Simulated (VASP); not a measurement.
# Hg (C2/m) in VASP: a series of runs, part 2 of 2

VASP 6.6.1. Earlier steps stand in the parts before.

### Step 3. Single point, PBE+U

This run uses another cell than the first one, of 25.90 Å³/atom, 0.932 times its volume.

File INCAR:

```
PREC     = Accurate       # precision mode
ENCUT    = 520            # plane-wave cutoff, eV
EDIFF    = 1E-6           # SCF threshold, eV
ISMEAR   = 0              # smearing method
SIGMA    = 0.1            # smearing width, eV
LREAL    = False          # projectors in reciprocal space
LASPH    = True           # aspherical terms in the spheres
NELM     = 150            # most SCF steps
ALGO     = Normal         # electronic algorithm
ISIF     = 2              # what is computed and relaxed
LWAVE    = False          # write WAVECAR
LCHARG   = True           # write CHGCAR
LDAU     = True           # DFT+U
LDAUTYPE = 1            
LDAUL    = 2              # shell
LDAUU    = 4.7            # U, eV
LDAUJ    = 1            
LDAUPRINT= 1            
GGA      = PE             # functional
LELF     = True           # ELF
LVHAR    = True         
NBANDS   = 12             # bands
```

File KPOINTS:

```
regular mesh
0
Gamma
  6 6 6
```

File POSCAR:

```
Hg
1.0
    2.1821462819     -1.9983927526      0.0000000000
    2.1821462819      1.9983927526      0.0000000000
   -0.3406442421      0.0000000000      2.9692749400
Hg
1
Direct
    0.5000000000      0.5000000000      0.5000000000
```

Potentials or basis: VASP PAW PBE potentials, release 64 (Hg).

Command:

```
> cat potpaw_PBE.64/Hg/POTCAR > POTCAR
> mpirun -np 1 vasp_std > vasp.out
```

OUTCAR:

```text
PREC = Accurate
   ENCUT = 520
   EDIFF = 1E-6
   ISMEAR = 0
   LREAL = False
   LASPH = True
   NELM = 150
   ISIF = 2
   GGA = PE

 ion  position               nearest neighbor table
   1  0.500  0.500  0.500-

  LATTYP: Found a base centered monoclinic cell.
 ALAT       =     4.3642925638
 B/A-ratio  =     0.9157922955
 C/A-ratio  =     0.6848191074
 COS(beta)  =    -0.1139754530

  Lattice vectors:

 A1 = (   2.1821462819,  -1.9983927526,   0.0000000000)
 A2 = (   2.1821462819,   1.9983927526,   0.0000000000)
 A3 = (  -0.3406442421,   0.0000000000,   2.9692749400)

Analysis of symmetry for initial positions (statically):
=====================================================================
 Subroutine PRICEL returns:
 Original cell was already a primitive cell.

 Routine SETGRP: Setting up the symmetry group for a
 base centered monoclinic supercell.

 Subroutine GETGRP returns: Found  4 space group operations
 (whereof  4 operations were pure point group operations)
 out of a pool of  4 trial point group operations.

The static configuration has the point symmetry C_2h.

Analysis of symmetry for dynamics (positions and initial velocities):
=====================================================================
 Subroutine PRICEL returns:
 Original cell was already a primitive cell.

 Routine SETGRP: Setting up the symmetry group for a
 base centered monoclinic supercell.

 Subroutine GETGRP returns: Found  4 space group operations
 (whereof  4 operations were pure point group operations)
 out of a pool of  4 trial point group operations.

The dynamic configuration has the point symmetry C_2h.

 Subroutine INISYM returns: Found  4 space group operations
 (whereof  4 operations are pure point group operations),
 and found     1 'primitive' translations

----------------------------------------------------------------------------------------

                                     Primitive cell

  volume of cell :      25.8967

  direct lattice vectors                    reciprocal lattice vectors
     2.182146282 -1.998392753  0.000000000     0.229132210 -0.250201068  0.026286743
     2.182146282  1.998392753  0.000000000     0.229132210  0.250201068  0.026286743
    -0.340644242  0.000000000  2.969274940     0.000000000  0.000000000  0.336782555

  length of vectors
     2.958941701  2.958941701  2.988750938     0.340283906  0.340283906  0.336782555

  position of ions in fractional coordinates (direct lattice)
     0.500000000  0.500000000  0.500000000

  ion indices of the primitive-cell ions
   primitive index   ion index
                 1           1

----------------------------------------------------------------------------------------

 KPOINTS: regular mesh

Automatic generation of k-mesh.
 Grid dimensions read from file:
[... 88 lines left out ...]
  Thomas-Fermi vector in A             =   2.400015
   LORBIT       =      0    0 simple, 1 ext, 2 COOP (PROOUT), +10 PAW based schemes
 LDA+U is selected, type is set to LDAUTYPE =  1
   angular momentum for each species LDAUL =     2
   U (eV)           for each species LDAUU =   4.7
   J (eV)           for each species LDAUJ =   1.0
   GGA     = PE    functional components
   LHFCALC =     F    Hartree Fock is set to
   AEXX    =    0.0000 exact exchange contribution
   IVDW    =     0    specifies the selected vdW correction
   LEPSILON=     F    determine dielectric tensor
   LRPA    =     F    only Hartree local field effects (RPA)
 non-spin polarized calculation
 Gauss-broadening in eV      SIGMA  =   0.10
  energy-cutoff  :      520.00
  volume of cell :       25.90
 maximum number of plane-waves:       711
 NGX is ok and might be reduce to    24
   NGX = 11   NGY = 11   NGZ = 11

atom =   1  type =  1  l = 2

 onsite density matrix

spin component  1

  0.9624  0.0003  0.0000  0.0000  0.0000
  0.0003  0.9620  0.0000  0.0000  0.0000
  0.0000  0.0000  0.9624  0.0001  0.0002
  0.0000  0.0000  0.0001  0.9621 -0.0002
  0.0000  0.0000  0.0002 -0.0002  0.9622

spin component  2

  0.9624  0.0003  0.0000  0.0000  0.0000
  0.0003  0.9620  0.0000  0.0000  0.0000
  0.0000  0.0000  0.9624  0.0001  0.0002
  0.0000  0.0000  0.0001  0.9621 -0.0002
  0.0000  0.0000  0.0002 -0.0002  0.9622

 occupancies and eigenvectors

  o =  0.9619  v =  0.0000  0.0000  0.4279 -0.6126 -0.6645  0.0000  0.0000  0.0000  0.0000  0.0000      0.0000  0.0000  0.0000  0.0000  0.0000  0.0000  0.0000  0.0000  0.0000  0.0000
  o =  0.9619  v =  0.0000  0.0000  0.0000  0.0000  0.0000  0.0000  0.0000  0.4279 -0.6126 -0.6645      0.0000  0.0000  0.0000  0.0000  0.0000  0.0000  0.0000  0.0000  0.0000  0.0000
  o =  0.9619  v =  0.0000  0.0000  0.0000  0.0000  0.0000  0.4351 -0.9004  0.0000  0.0000  0.0000      0.0000  0.0000  0.0000  0.0000  0.0000  0.0000  0.0000  0.0000  0.0000  0.0000
  o =  0.9619  v =  0.4351 -0.9004  0.0000  0.0000  0.0000  0.0000  0.0000  0.0000  0.0000  0.0000      0.0000  0.0000  0.0000  0.0000  0.0000  0.0000  0.0000  0.0000  0.0000  0.0000
  o =  0.9623  v =  0.0000  0.0000 -0.1827 -0.7787  0.6002  0.0000  0.0000  0.0000  0.0000  0.0000      0.0000  0.0000  0.0000  0.0000  0.0000  0.0000  0.0000  0.0000  0.0000  0.0000
  o =  0.9623  v =  0.0000  0.0000  0.0000  0.0000  0.0000  0.0000  0.0000 -0.1827 -0.7787  0.6002      0.0000  0.0000  0.0000  0.0000  0.0000  0.0000  0.0000  0.0000  0.0000  0.0000
  o =  0.9625  v =  0.0000  0.0000  0.8852  0.1354  0.4451  0.0000  0.0000  0.0000  0.0000  0.0000      0.0000  0.0000  0.0000  0.0000  0.0000  0.0000  0.0000  0.0000  0.0000  0.0000
  o =  0.9625  v =  0.0000  0.0000  0.0000  0.0000  0.0000  0.0000  0.0000  0.8852  0.1354  0.4451      0.0000  0.0000  0.0000  0.0000  0.0000  0.0000  0.0000  0.0000  0.0000  0.0000
  o =  0.9626  v = -0.9004 -0.4351  0.0000  0.0000  0.0000  0.0000  0.0000  0.0000  0.0000  0.0000      0.0000  0.0000  0.0000  0.0000  0.0000  0.0000  0.0000  0.0000  0.0000  0.0000
  o =  0.9626  v =  0.0000  0.0000  0.0000  0.0000  0.0000 -0.9004 -0.4351  0.0000  0.0000  0.0000      0.0000  0.0000  0.0000  0.0000  0.0000  0.0000  0.0000  0.0000  0.0000  0.0000

 number of electron      11.9999997 magnetization

 Free energy of the ion-electron system (eV)
  ---------------------------------------------------
  ext. energy  EPLUGINS =         0.00000000
  ---------------------------------------------------
  free energy    TOTEN  =         0.74993846 eV

  energy without entropy =        0.75340402  energy(sigma->0) =        0.75167124

 E-fermi :   1.8412     XC(G=0): -10.2110

 val. band max:        1.8284019911   @ k =  -0.1667   0.1667   0.5000
 cond. band min:       1.8413638530   @ k =   0.5000   0.1667   0.1667
 fundamental gap:      0.0129618619
 Fermi energy:         1.8411914582

 k-point     1 :       0.0000    0.0000    0.0000
  band No.  band energies     occupation
      1      -7.4887      2.00000
      2      -7.4440      2.00000
      3      -6.4015      2.00000
      4      -5.4086      2.00000
      5      -5.3943      2.00000
      6      -5.3482      2.00000
      7      12.3657      0.00000
      8      12.7243      0.00000
      9      12.7567      0.00000
     10      16.1313      0.00000
     11      16.9858      0.00000
     12      17.1778      0.00000
[... 331 lines left out ...]
 k-point    24 :      -0.1667    0.1667    0.1667
  band No.  band energies     occupation
      1      -6.9677      2.00000
      2      -6.8834      2.00000
      3      -5.9253      2.00000
      4      -5.7338      2.00000
      5      -5.6681      2.00000
      6      -4.4412      2.00000
      7       9.0044      0.00000
      8       9.8141      0.00000
      9      10.1550      0.00000
     10      18.8709      0.00000
     11      20.9920      0.00000
     12      22.0802      0.00000

 [... further k-points ...]

------------------------ aborting loop because EDIFF is reached ----------------------------------------

  FORCE on cell =-STRESS in cart. coord.  units (eV):
  Direction    XX          YY          ZZ          XY          YZ          ZX
  --------------------------------------------------------------------------------------
  -------------------------------------------------------------------------------------
  Total        0.7061950      0.4827850      0.4170942      0.0000000      0.0000000     -0.1051933
  in kB       43.6908130     29.8688982     25.8047498      0.0000000      0.0000000     -6.5080878
  external PRESSURE =      33.1214870 kB  Pullay stress =       0.0000000 kB

 VOLUME and BASIS-vectors are now :
 -----------------------------------------------------------------------------
  energy-cutoff  :      520.00
  volume of cell :       25.90
      direct lattice vectors                 reciprocal lattice vectors
     2.182146282 -1.998392753  0.000000000     0.229132210 -0.250201068  0.026286743
     2.182146282  1.998392753  0.000000000     0.229132210  0.250201068  0.026286743
    -0.340644242  0.000000000  2.969274940     0.000000000  0.000000000  0.336782555

 POSITION                                       TOTAL-FORCE (eV/Angst)
 -----------------------------------------------------------------------------------
      2.01182      0.00000      1.48464        -0.000000     -0.000000      0.000000
 -----------------------------------------------------------------------------------
    total drift:                               -0.000000     -0.000000     -0.000000

  FREE ENERGIE OF THE ION-ELECTRON SYSTEM (eV)
  ---------------------------------------------------
  free  energy   TOTEN  =         0.7499384641 eV

  energy  without entropy=        0.7534040193  energy(sigma->0) =        0.75167124
```

Run time: 19 s. Hardware: 1 thread of Intel Xeon 8259CL, shared host; peak memory 0.15 GiB.

Results:

- Free energy: 0.7499 eV
- Pressure: 3.3 GPa
- Band gap on the k mesh: zero (band 6 reaches 5.62 eV, above the bottom of band 7 at 0.33 eV)

Stress tensor (GPa, compression positive):
```
 4.37  0.00 -0.65
 0.00  2.99  0.00
-0.65  0.00  2.58
```

Levels at points of the mesh, in eV from the Fermi level:
```csv
k point,band 2,band 3,band 4,band 5,band 6,band 7,band 8,band 9,band 10,band 11
"(0.00, 0.00, 0.00)",-9.29,-8.24,-7.25,-7.24,-7.19,10.52,10.88,10.92,14.29,15.14
"(0.50, 0.00, 0.00)",-8.62,-7.88,-7.76,-7.18,-2.75,-1.47,13.59,13.87,16.13,16.88
"(0.50, 0.50, 0.00)",-8.74,-7.77,-7.73,-6.56,1.12,1.30,2.64,7.53,15.88,19.03
"(0.00, 0.00, 0.50)",-8.68,-7.84,-7.73,-7.17,-2.93,-1.51,13.83,13.86,16.24,16.88
"(0.50, 0.00, 0.50)",-8.83,-7.73,-7.69,-6.60,0.98,1.26,2.52,7.43,16.09,19.18
"(0.50, 0.50, 0.50)",-8.71,-8.67,-6.58,-6.53,3.78,5.03,6.09,6.09,9.31,10.59
```

Eigenvalues of the final occupation matrices:
```csv
site,spin,trace,eigenvalues
site 1 d,1,4.81,0.96 0.96 0.96 0.96 0.96
site 1 d,2,4.81,0.96 0.96 0.96 0.96 0.96
```

Caveat: spin-orbit coupling is left out, which moves the levels of the heavy elements; U without spin polarisation on a metal has little footing; the U is typed as a test and isn't derived for this compound.
